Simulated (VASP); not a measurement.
# B (R32) in VASP: further runs, part 2 of 2

VASP 6.6.1.

## 4. Relaxation of cell and atoms, PBE

INCAR

```
SYSTEM = B
PREC = Accurate
ENCUT = 600
EDIFF = 1E-6
ISMEAR = 0
SIGMA = 0.1
LREAL = .FALSE.
LASPH = .TRUE.
NELM = 80
ALGO = Normal
ISIF = 3
LWAVE = .FALSE.
LCHARG = .FALSE.
GGA = PE
IBRION = 2
NSW = 90
EDIFFG = -0.04
```

KPOINTS

```
regular mesh
0
G
  6 6 6
  0 0 0
```

POSCAR

```
B
1.0
    2.5081732400      1.4480945000      3.4014535200
   -2.5081732400      1.4480945000      3.4014535200
    0.0000000000     -2.8961889900      3.4014535200
B
11
Direct
    0.4104384800      0.4104384800      0.4104384800
    0.5895615200      0.5895615200      0.5895615200
    0.6141590900      0.3858409100      0.0000000000
    0.0000000000      0.6141590900      0.3858409100
    0.3858409100      0.0000000000      0.6141590900
    0.3290587600      0.9836913900      0.0032753800
    0.0032753800      0.3290587600      0.9836913900
    0.9836913900      0.0032753800      0.3290587600
    0.9967246200      0.0163086100      0.6709412400
    0.0163086100      0.6709412400      0.9967246200
    0.6709412400      0.9967246200      0.0163086100
```

Launch:

```
$ cat potpaw_PBE.64/B/POTCAR > POTCAR
$ mpirun -np 1 vasp_std > vasp.out
```

Wall time 12 min (1 thread of Intel Xeon Platinum 8375C at 2.90GHz (Ice Lake), shared host); peak memory 0.21 GiB.

Results (log left out):

| Property | Result |
| --- | --- |
| Free energy | -66.4008 eV |
| Relaxed volume | 6.87 Å³/atom |
| Relaxed cell | a = 4.511 Å, b = 4.511 Å, c = 4.511 Å, α = 67.73°, β = 67.73°, γ = 67.73° |
| Space group after relaxing (to 0.05 Å) | R32 (No. 155) |
| Energy gained by relaxing | 428.8 meV/atom |
| Ionic steps | 32 |
| Pressure after relaxing | 0.3 GPa |
| Largest force after relaxing | 0.013 eV/Å |

Forces in eV/Å, atoms in the order of the input:
```
B    0.000  0.000 -0.013
B    0.000  0.000  0.013
B    0.003  0.000  0.000
B   -0.002  0.003  0.000
B   -0.002 -0.003  0.000
B    0.006  0.008 -0.009
B   -0.009  0.001 -0.009
B    0.004 -0.009 -0.009
B    0.004  0.009  0.009
B    0.006 -0.008  0.009
B   -0.009 -0.001  0.009
```

Stress tensor (GPa, compression positive):
```
0.35 0.00 0.00
0.00 0.35 0.00
0.00 0.00 0.24
```

The path:
```
step  energy change (eV)  largest force (eV/Å)  pressure (GPa)  volume (Å³)
   1              0.0000                1.2494           36.91        74.13
   2             -0.8519                1.2912          -14.28        92.06
   3             -1.2598                0.8137            0.31        84.81
   4             -1.3482                0.6437           -1.04        85.82
   5             -1.3482                0.6431           -1.04        85.82
   6             -1.4336                0.5399           -0.66        86.04
   7             -1.5939                0.7873            0.88        86.70
   8             -1.6038                1.0495            1.68        86.96
   9             -1.6774                0.8477            0.66        87.48
  10             -1.8213                1.0393           -2.26        89.05
  11             -1.7500                1.5592           -7.15        92.24
  12             -1.8495                1.2490           -4.13        90.17
  13             -1.9889                1.2860           -5.05        90.10
  14             -2.3445                1.6010           -7.69        89.89
  15             -2.1271                2.5494           -9.86        89.48
  16             -2.4461                1.9281           -9.05        89.75
  17             -2.6067                1.7266           -9.00        89.07
  18             -2.8579                1.8676           -7.59        87.03
  19             -3.0339                1.8416           -7.03        86.24
  20             -3.4678                1.7209           -4.92        83.92
  21             -3.8363                2.0911            2.16        79.38
  22             -4.0234                1.7887            1.83        78.71
  23             -4.3557                1.2518            1.78        76.70
  24             -4.3893                1.4189            2.20        75.82
  25             -4.4994                1.0428            0.90        76.03
  26             -4.6686                0.3767           -2.22        76.68
  27             -4.6808                0.3658           -2.97        76.87
  28             -4.6816                0.3687           -3.20        76.93
  29             -4.7040                0.1958           -1.30        76.30
  30             -4.7083                0.3001            0.03        75.88
  31             -4.7143                0.1721            0.14        75.75
  32             -4.7172                0.0132            0.31        75.57
```

Final structure:
```
B
1.0
     2.51354    1.45119    3.45275
    -2.51354    1.45119    3.45275
     0.00000   -2.90239    3.45275
B
11
Direct
  0.40884 0.40884 0.40884
  0.59116 0.59116 0.59116
  0.68242 0.31758 0.00000
  0.00000 0.68242 0.31758
  0.31758 0.00000 0.68242
  0.30777 0.89061 0.11390
  0.11390 0.30777 0.89061
  0.89061 0.11390 0.30777
  0.88610 0.10939 0.69223
  0.10939 0.69223 0.88610
  0.69223 0.88610 0.10939
```

Levels at points of the mesh, in eV from the Fermi level:
```
           k point  band 14  band 15  band 16  band 17  band 18  band 19
(0.00, 0.00, 0.00)    -4.02    -3.82     0.25     0.25     0.90     4.36
(0.50, 0.00, 0.00)    -2.62    -2.61    -0.19     0.43     0.91     1.44
(0.50, 0.50, 0.00)    -2.79    -2.15    -1.30     0.71     0.94     0.99
(0.50, 0.50, 0.50)    -2.35    -0.08     0.77     0.77     2.84     2.86
```

## 5. Single point, PBE

This run uses another cell than the first one, of 6.90 Å³/atom, 1.024 times its volume.

INCAR

```
SYSTEM = B
ALGO = Normal
EDIFF = 1E-6
ENCUT = 520
GGA = PE
ISIF = 2
ISMEAR = 0
LASPH = .True.
LCHARG = .False.
LREAL = .False.
LWAVE = .False.
NBANDS = 28
NELM = 80
PREC = Accurate
SIGMA = 0.1
```

KPOINTS

```
k-points
0
Gamma
  12 12 12
  0 0 0
```

POSCAR

```
B
1.0
    2.5196345216      1.4547116693      3.4518411999
   -2.5196345216      1.4547116693      3.4518411999
    0.0000000000     -2.9094233386      3.4518411999
B
11
Direct
    0.4121786446      0.4121786446      0.4121786446
    0.5878213554      0.5878213554      0.5878213554
    0.6830246673      0.3169753327      0.0000000000
    0.0000000000      0.6830246673      0.3169753327
    0.3169753327      0.0000000000      0.6830246673
    0.3090331365      0.8904788082      0.1119577707
    0.1119577707      0.3090331365      0.8904788082
    0.8904788082      0.1119577707      0.3090331365
    0.8880422293      0.1095211918      0.6909668635
    0.1095211918      0.6909668635      0.8880422293
    0.6909668635      0.8880422293      0.1095211918
```

Potentials or basis: VASP PAW PBE potentials, release 64 (B).

Launch:

```
$ cat potpaw_PBE.64/B/POTCAR > POTCAR
$ mpirun -np 1 vasp_std > vasp.out
```

OUTCAR:

```text
SYSTEM = B
   EDIFF = 1E-6
   ENCUT = 520
   GGA = PE
   ISIF = 2
   ISMEAR = 0
   LASPH = .True.
   LREAL = .False.
   NELM = 80
   PREC = Accurate

 ion  position               nearest neighbor table
   1  0.412  0.412  0.412-   2 1.82   5 1.91   3 1.91   4 1.91   7 2.06   6 2.06   8 2.06
   2  0.588  0.588  0.588-   1 1.82   4 1.91   3 1.91   5 1.91  11 2.06  10 2.06   9 2.06
   3  0.683  0.317  0.000-   8 1.74   9 1.74   7 1.80  11 1.80   1 1.91   2 1.91
   4  0.000  0.683  0.317-   6 1.74  11 1.74  10 1.80   8 1.80   2 1.91   1 1.91
   5  0.317  0.000  0.683-  10 1.74   7 1.74   6 1.80   9 1.80   1 1.91   2 1.91
   6  0.309  0.890  0.112-  11 1.72   4 1.74   5 1.80   7 1.83   8 1.83   1 2.06  10 2.15
   7  0.112  0.309  0.890-  10 1.72   5 1.74   3 1.80   8 1.83   6 1.83   1 2.06   9 2.15
   8  0.890  0.112  0.309-   9 1.72   3 1.74   4 1.80   7 1.83   6 1.83   1 2.06  11 2.15
   9  0.888  0.110  0.691-   8 1.72   3 1.74   5 1.80  11 1.83  10 1.83   2 2.06   7 2.15
  10  0.110  0.691  0.888-   7 1.72   5 1.74   4 1.80  11 1.83   9 1.83   2 2.06   6 2.15
  11  0.691  0.888  0.110-   6 1.72   4 1.74   3 1.80   9 1.83  10 1.83   2 2.06   8 2.15

  LATTYP: Found a trigonal (rhomboedric) cell.
 ALAT       =     4.5144160013
 COS(alpha) =     0.3769800660

  Lattice vectors:

[... 206 lines left out ...]
      1      -9.4946      2.00000
      2      -3.4543      2.00000
      3      -3.0518      2.00000
      4      -3.0518      2.00000
      5      -2.0189      2.00000
      6      -0.9343      2.00000
[... 733 lines left out ...]
     27      15.5068      0.00000
     28      15.9429      0.00000

 [... further k-points ...]
[... 5 lines left out ...]
  --------------------------------------------------------------------------------------
  -------------------------------------------------------------------------------------
  Total       -0.0049450     -0.0049450      0.0418558      0.0000000      0.0000000     -0.0000000
  in kB       -0.1043658     -0.1043658      0.8833851      0.0000000      0.0000000     -0.0000000
  external PRESSURE =       0.2248845 kB  Pullay stress =       0.0000000 kB

 VOLUME and BASIS-vectors are now :
 -----------------------------------------------------------------------------
  energy-cutoff  :      520.00
  volume of cell :       75.91
      direct lattice vectors                 reciprocal lattice vectors
     2.519634522  1.454711669  3.451841200     0.198441479  0.114570241  0.096566822
    -2.519634522  1.454711669  3.451841200    -0.198441479  0.114570241  0.096566822
     0.000000000 -2.909423339  3.451841200     0.000000000 -0.229140482  0.096566822

 POSITION                                       TOTAL-FORCE (eV/Angst)
 -----------------------------------------------------------------------------------
      0.00000      0.00000      4.26833         0.000000     -0.000000     -0.004420
      0.00000      0.00000      6.08720         0.000000      0.000000      0.004420
      0.92231      1.45471      3.45184        -0.012692      0.000000      0.000000
     -1.72097      0.07139      3.45184         0.006346     -0.010992      0.000000
      0.79866     -1.52610      3.45184         0.006346      0.010992      0.000000
     -1.46503      1.41921      4.52699         0.005759     -0.000713      0.007440
     -0.49656     -1.97836      4.52699        -0.002262      0.005344      0.007440
      1.96159      0.55915      4.52699        -0.003497     -0.004631      0.007440
      1.96159     -0.55915      5.82854        -0.003497      0.004631     -0.007440
     -1.46503     -1.41921      5.82854         0.005759      0.000713     -0.007440
     -0.49656      1.97836      5.82854        -0.002262     -0.005344     -0.007440
 -----------------------------------------------------------------------------------
    total drift:                               -0.000000      0.000000     -0.000000

  FREE ENERGIE OF THE ION-ELECTRON SYSTEM (eV)
  ---------------------------------------------------
  free  energy   TOTEN  =       -66.4076664639 eV

  energy  without entropy=      -66.3938689931  energy(sigma->0) =      -66.40076773
```

stdout:

```text
POSCAR found type information on POSCAR B
 POSCAR found :  1 types and      11 ions
 scaLAPACK will be used
 LDA part: xc-table for (Slater+PW92), standard interpolation
 POSCAR, INCAR and KPOINTS ok, starting setup
 FFT: planning ... GRIDC
 FFT: planning ... GRID_SOFT
 FFT: planning ... GRID
 WAVECAR not read
 entering main loop
```

Run time: 4.3 min. Hardware: 1 thread of Intel Xeon Platinum 8375C at 2.90GHz (Ice Lake), shared host; peak memory 0.38 GiB.

What came out:

* Free energy: -66.4077 eV
* Pressure: 0.0 GPa
* Largest force: 0.013 eV/Å

Forces on the atoms (eV/Å):
```
B    0.000  0.000 -0.004
B    0.000  0.000  0.004
B   -0.013  0.000  0.000
B    0.006 -0.011  0.000
B    0.006  0.011  0.000
B    0.006 -0.001  0.007
B   -0.002  0.005  0.007
B   -0.003 -0.005  0.007
B   -0.003  0.005 -0.007
B    0.006  0.001 -0.007
B   -0.002 -0.005 -0.007
```

Stress tensor (GPa, compression positive):
```
-0.01  0.00  0.00
 0.00 -0.01  0.00
 0.00  0.00  0.09
```

## 6. Overview

```tsv
task	cell	k mesh	cutoff (eV)	gap on the mesh (eV)	pressure (GPa)	largest force (eV/Å)
single point	a = 4.467 Å, angles 68.3°, 11 atoms	6 × 6 × 6	520	none	36.9	1.25
single point	a = 4.504 Å, angles 68.2°, 11 atoms	6 × 6 × 6	520	none	-0.1	0.03
relaxation of cell and atoms	relaxed from a = 4.467 Å, angles 68.3°, 11 atoms	6 × 6 × 6	600	none	0.3	0.01
single point	a = 4.514 Å, angles 67.9°, 11 atoms	12 × 12 × 12	520	none	0.0	0.01
```

Alike in all rows: level PBE; potentials or basis VASP PAW PBE potentials, release 64 (B); no spin polarisation; smearing gaussian 0.1 eV.

Caveats: forces of over 1 eV/Å act on the atoms, so gaps and moduli don't describe the material at rest (some runs).

Total energies depend on the potentials used, so only differences within one code and one set of settings carry meaning.
